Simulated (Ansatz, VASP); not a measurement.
## One calculation of LaNb2N2, two programs

The input INCAR:

```
SYSTEM = LaNb2N2
PREC     = Accurate       ! precision mode
ENCUT    = 520            ! plane-wave cutoff, eV
EDIFF    = 1E-6           ! SCF threshold, eV
ISMEAR   = 0              ! smearing method
SIGMA    = 0.1            ! smearing width, eV
LREAL    = .False.        ! projectors in reciprocal space
LASPH    = .True.         ! aspherical terms in the spheres
NELM     = 150            ! most SCF steps
ALGO     = Normal         ! electronic algorithm
ISIF     = 2              ! what is computed and relaxed
LWAVE    = .False.        ! write WAVECAR
LCHARG   = .False.        ! write CHGCAR
ISPIN    = 2              ! spin polarisation
MAGMOM   = 0 0 0 0 0      ! initial moments
LORBIT   = 11             ! projections on sites
LMAXMIX  = 6              ! l up to which the mixer works
GGA      = PE             ! functional
NBANDS   = 36             ! bands
```

Contents of KPOINTS:

```
regular mesh
0
Gamma
  6 6 4
  0 0 0
```

Contents of POSCAR:

```
LaNb2N2
1.0
    3.8056112300      0.0000000000      0.0000000000
   -1.9028056200      3.2957560000      0.0000000000
    0.0000000000      0.0000000000      6.6531006900
La Nb N
1 2 2
Direct
    0.0000000000      0.0000000000      0.5000000000
    0.3333333300      0.6666666700      0.0000000000
    0.6666666700      0.3333333300      0.0000000000
    0.0000000000      0.0000000000      0.8798104200
    0.0000000000      0.0000000000      0.1201895800
```

Input for Ansatz:

```yaml
crystal:
  lattice:
    - [3.80561123, 0.0, 0.0]
    - [-1.90280562, 3.295756, 0.0]
    - [0.0, 0.0, 6.65310069]
  atoms:
    - { symbol: La, position: [0.0, 0.0, 0.5] }
    - { symbol: Nb, position: [0.33333333, 0.66666667, 0.0] }
    - { symbol: Nb, position: [0.66666667, 0.33333333, 0.0] }
    - { symbol: "N", position: [0.0, 0.0, 0.87981042] }
    - { symbol: "N", position: [0.0, 0.0, 0.12018958] }
basis:
  ecutwfc: 420
kpoints:
  mp_grid: { grid: [6, 6, 4] }
hamiltonian:
  xc: pbe
scf:
  occupations: { method: gaussian, width: 0.1 }
  lower_state_search: "off"
output:
  forces: true
  stress: true
  eigenvalues: true
  populations: true
magnetization:
  spin_polarized: true
```

Alike in both runs: task single point; functional PBE; k mesh 6 × 6 × 4; occupations gaussian, width 0.1 eV; collinear spin.

|  | VASP | Ansatz |
| --- | --- | --- |
| version | VASP 6.6.1 | Ansatz 0.2.0 |
| potentials or method | VASP PAW PBE potentials, release 64 (La, Nb_sv, N), cutoff 520 eV | scalar-relativistic, plane waves, PAW |
| valence electrons in the cell | 47 | 47 |

Ansatz gave:

```
gap on the k mesh at the Fermi level (eV) : none
rms of the force components (eV/Å)        : 0.332
net moment per atom (μB)                  : 0.00
```

Task: Which values does VASP return?

Result: gap on the k mesh at the Fermi level (eV): none; rms of the force components (eV/Å): 0.314; net moment per atom (μB): 0.00.

Atom by atom the forces differ by 0.018 eV/Å (rms over components). A gap of «none» marks a metal or a gap that the smearing closes. Ansatz's warnings: no starting moments, stability check not made.

Spin-orbit coupling is off throughout.
